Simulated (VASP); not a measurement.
# P (Pm-3m) in VASP: a series of runs, part 2 of 2

VASP 6.6.1.

## (3) Relaxation of cell and atoms, PBEsol+D3(BJ), target pressure 1e-06 GPa, at which the enthalpy is minimised

This run uses another cell than the first one, of 13.41 Å³/atom, 0.979 times its volume.

The input, INCAR:

```
PREC = Accurate
ENCUT = 600
EDIFF = 1E-7
ISMEAR = 0
SIGMA = 0.1
LREAL = False
LASPH = True
NELM = 100
ALGO = Normal
ISIF = 3
LWAVE = False
LCHARG = False
GGA = PS
IVDW = 12
IBRION = 2
NSW = 70
EDIFFG = -0.004
PSTRESS = 9.999999999999999e-06
```

The input, KPOINTS:

```
Automatic mesh
0
Gamma
  16 16 16
```

The input, POSCAR:

```
P
1.0
    1.6799719224      0.9699322416      2.7433826613
   -1.6799719224      0.9699322416      2.7433826613
    0.0000000000     -1.9398644832      2.7433826613
P
2
Direct
    0.2500000000      0.2500000000      0.2500000000
    0.7500000000      0.7500000000      0.7500000000
```

Potentials or basis: VASP PAW PBE potentials, release 64 (P).

Launch:

```console
$ cat potpaw_PBE.64/P/POTCAR > POTCAR
$ mpirun -np 1 vasp_std > vasp.out
```

OUTCAR:

```text
PREC = Accurate
   ENCUT = 600
   EDIFF = 1E-7
   ISMEAR = 0
   LREAL = False
   LASPH = True
   NELM = 100
   ISIF = 3
   GGA = PS
   IVDW = 12
   IBRION = 2
   NSW = 70
   EDIFFG = -0.004
   PSTRESS = 9.999999999999999e-06
 IVDW          = 12

 ion  position               nearest neighbor table
   1  0.250  0.250  0.250-   2 2.38   2 2.38   2 2.38   2 2.38   2 2.38   2 2.38
   2  0.750  0.750  0.750-   1 2.38   1 2.38   1 2.38   1 2.38   1 2.38   1 2.38

  LATTYP: Found a face centered cubic cell.
 ALAT       =     4.7516781540

  Lattice vectors:

 A1 = (   1.6799719224,   0.9699322416,   2.7433826613)
 A2 = (  -1.6799719224,   0.9699322416,   2.7433826613)
 A3 = (   0.0000000000,  -1.9398644832,   2.7433826613)

Analysis of symmetry for initial positions (statically):
=====================================================================
 Subroutine PRICEL returns following result:

  LATTYP: Found a simple cubic cell.
 ALAT       =     2.3758390770

  Lattice vectors:

 A1 = (   1.6799719224,   0.9699322416,  -1.3716913307)
 A2 = (   0.0000000000,   1.9398644832,   1.3716913306)
 A3 = (   1.6799719224,  -0.9699322416,   1.3716913306)

   2 primitive cells build up your supercell.

 Routine SETGRP: Setting up the symmetry group for a
 face centered cubic supercell.

 Subroutine GETGRP returns: Found 48 space group operations
[... 5 lines left out ...]
Analysis of symmetry for dynamics (positions and initial velocities):
=====================================================================
 Subroutine PRICEL returns following result:

  LATTYP: Found a simple cubic cell.
 ALAT       =     2.3758390770

  Lattice vectors:

 A1 = (   1.6799719224,   0.9699322416,  -1.3716913307)
 A2 = (   0.0000000000,   1.9398644832,   1.3716913306)
 A3 = (   1.6799719224,  -0.9699322416,   1.3716913306)

   2 primitive cells build up your supercell.

 Routine SETGRP: Setting up the symmetry group for a
 face centered cubic supercell.

 Subroutine GETGRP returns: Found 48 space group operations
[... 5 lines left out ...]
 Subroutine INISYM returns: Found 48 space group operations
[... 101 lines left out ...]
   ISIF   =      3    stress and relaxation
   ISYM   =      2    0-nonsym 1-usesym 2-fastsym
   POTIM  = 0.5000    time-step for ionic-motion
   TEBEG  =    0.0;   TEEND  =   0.0 temperature during run
   PSTRESS=    0.0 pullay stress
   NELECT =      10.0000    total number of electrons
   NUPDOWN=      -1.0000    fix difference up-down
   EMIN   =  10.00;   EMAX   =-10.00  energy-range for DOS
   EFERMI =   0.00;   METHOD = LEGACY
   ISMEAR =     0;   SIGMA  =   0.10  broadening in eV -4-tet -1-fermi 0-gaus
   EFERMI_NEDOS =   21; number of points for ismear=-14 and -15
   IALGO  =     38    algorithm
   IMIX   =      4    mixing-type and parameters
     AMIX     =   0.40;   BMIX     =  1.00
     AMIX_MAG =   1.60;   BMIX_MAG =  1.00
  volume/ion in A,a.u.               =      13.41        90.50
  Fermi-wavevector in a.u.,A,eV,Ry     =   1.178278  2.226623 18.889503  1.388339
  Thomas-Fermi vector in A             =   2.314610
   LORBIT       =      0    0 simple, 1 ext, 2 COOP (PROOUT), +10 PAW based schemes
   GGA     = PS    functional components
   LHFCALC =     F    Hartree Fock is set to
   AEXX    =    0.0000 exact exchange contribution
   IVDW    =    12    specifies the selected vdW correction
   LEPSILON=     F    determine dielectric tensor
   LRPA    =     F    only Hartree local field effects (RPA)
 conjugate gradient relaxation of ions
 non-spin polarized calculation
 Gauss-broadening in eV      SIGMA  =   0.10
  energy-cutoff  :      600.00
  volume of cell :       26.82
 maximum number of plane-waves:       934
   NGX = 13   NGY = 13   NGZ = 13

--------------------------------------- Ionic step        1  -------------------------------------------

 number of electron      10.0000001 magnetization

 Free energy of the ion-electron system (eV)
  ---------------------------------------------------
  ext. energy  EPLUGINS =         0.00000000
  ---------------------------------------------------
  free energy    TOTEN  =       -11.50779469 eV

  energy without entropy =      -11.50506996  energy(sigma->0) =      -11.50643232

------------------------ aborting loop because EDIFF is reached ----------------------------------------

 Edisp (eV)   -0.84600

 E8    (eV) :    -0.5020
[... 75 lines left out ...]
--------------------------------------- Ionic step        3  -------------------------------------------

 number of electron       9.9999999 magnetization

 Free energy of the ion-electron system (eV)
  ---------------------------------------------------
  ext. energy  EPLUGINS =         0.00000000
  ---------------------------------------------------
  free energy    TOTEN  =       -11.53152660 eV

  energy without entropy =      -11.52887495  energy(sigma->0) =      -11.53020078

 E-fermi :  10.5221     XC(G=0): -11.6428

 val. band max:       10.4165025128   @ k =   0.5000   0.1250   0.0625
 cond. band min:      10.5334360880   @ k =   0.1875   0.1250  -0.0000
 fundamental gap:      0.1169335752
 Fermi energy:        10.5220649710

 k-point     1 :       0.0000    0.0000    0.0000
  band No.  band energies     occupation
      1      -6.6666      2.00000
      2       8.2492      2.00000
      3       8.2492      2.00000
      4       8.2492      2.00000
      5       9.5808      2.00000
      6      14.9106      0.00000
      7      14.9106      0.00000
      8      14.9106      0.00000
      9      15.8315      0.00000
[... 265 lines left out ...]
 k-point    24 :      -0.0625    0.0625    0.0000
  band No.  band energies     occupation
      1      -6.4791      2.00000
      2       6.6149      2.00000
      3       7.7721      2.00000
      4       8.4245      2.00000
      5      10.8423      0.00001
      6      13.7455      0.00000
      7      14.5323      0.00000
      8      14.9673      0.00000
      9      15.1065      0.00000

 [... further k-points ...]

------------------------ aborting loop because EDIFF is reached ----------------------------------------

 Edisp (eV)   -0.82765

 E8    (eV) :    -0.4911
[... 29 lines left out ...]
  energy  without entropy=      -12.3565298145  energy(sigma->0) =      -12.35785564

  enthalpy is  TOTEN    =       -12.3591812946 eV   P V=        0.0000001710

 reached required accuracy - stopping structural energy minimisation
```

CONTCAR:

```text
P
   1.00000000000000
     1.6919313971400323    0.9768370475599122    2.7629124017679687
    -1.6919313971400323    0.9768370475599122    2.7629124017679687
    -0.0000000000000000   -1.9536740951198244    2.7629124017679687
  P
     2
Direct
     0.2500000000000000    0.2500000000000000    0.2500000000000000
     0.7500000000000000    0.7500000000000000    0.7500000000000000

  0.00000000E+00  0.00000000E+00  0.00000000E+00
  0.00000000E+00  0.00000000E+00  0.00000000E+00
```

Wall time 32 s (1 thread of Intel Xeon 6975P-C (Granite Rapids), shared host); peak memory 0.18 GiB.

What came out:

```yaml
Free_energy: -12.3592 eV
Relaxed_volume: 13.70 Å³/atom
Relaxed_cell: a = 3.384 Å, b = 3.384 Å, c = 3.384 Å, α = 60.00°, β = 60.00°, γ = 60.00°
Space_group_after_relaxing_to_0.05_Å: Pm-3m (No. 221)
Energy_change_on_relaxing_the_enthalpy_is_what_falls: -2.7 meV/atom
Ionic_steps: 3
Pressure_after_relaxing: 0.0 GPa
Band_gap_on_the_k_mesh: zero (band 5 reaches 11.74 eV, above the bottom of band 6 at 9.03 eV)
Dispersion_energy_per_atom: -0.414 eV
```

The path:
| step | energy change (eV) | largest force (eV/Å) | pressure (GPa) | volume (Å³) |
| --- | --- | --- | --- | --- |
| 1 | 0.0000 | 0.0000 | 3.07 | 26.82 |
| 2 | -0.0026 | 0.0000 | -2.08 | 27.83 |
| 3 | -0.0054 | 0.0000 | 0.00 | 27.40 |

Final structure:
```cif
data_structure
_symmetry_space_group_name_H-M 'P 1'
_symmetry_Int_Tables_number 1
_cell_length_a 3.3839
_cell_length_b 3.3839
_cell_length_c 3.3839
_cell_angle_alpha 60.000
_cell_angle_beta 60.000
_cell_angle_gamma 60.000
_cell_volume 27.40
loop_
_atom_site_label
_atom_site_type_symbol
_atom_site_fract_x
_atom_site_fract_y
_atom_site_fract_z
_atom_site_occupancy
P1 P 0.25000 0.25000 0.25000 1
P2 P 0.75000 0.75000 0.75000 1
```

Levels at points of the mesh, in eV from the Fermi level:
| k point | band 2 | band 3 | band 4 | band 5 | band 6 | band 7 | band 8 | band 9 |
| --- | --- | --- | --- | --- | --- | --- | --- | --- |
| (0.00, 0.00, 0.00) | -2.27 | -2.27 | -2.27 | -0.94 | 4.39 | 4.39 | 4.39 | 5.31 |
| (0.50, 0.00, 0.00) | -12.77 | -1.49 | -1.49 | -1.49 | -1.49 | 1.60 | 1.60 | 12.42 |
| (0.50, 0.50, 0.00) | -9.29 | -7.42 | -5.62 | -5.62 | 0.46 | 8.41 | 8.41 | 9.45 |

Caveat: the cell is relaxed towards a set pressure, so the enthalpy falls and the energy may rise; the PAW data sets were made with another functional, which shifts forces and pressure a little; pairwise dispersion overbinds metals, which lowers pressure and volume.
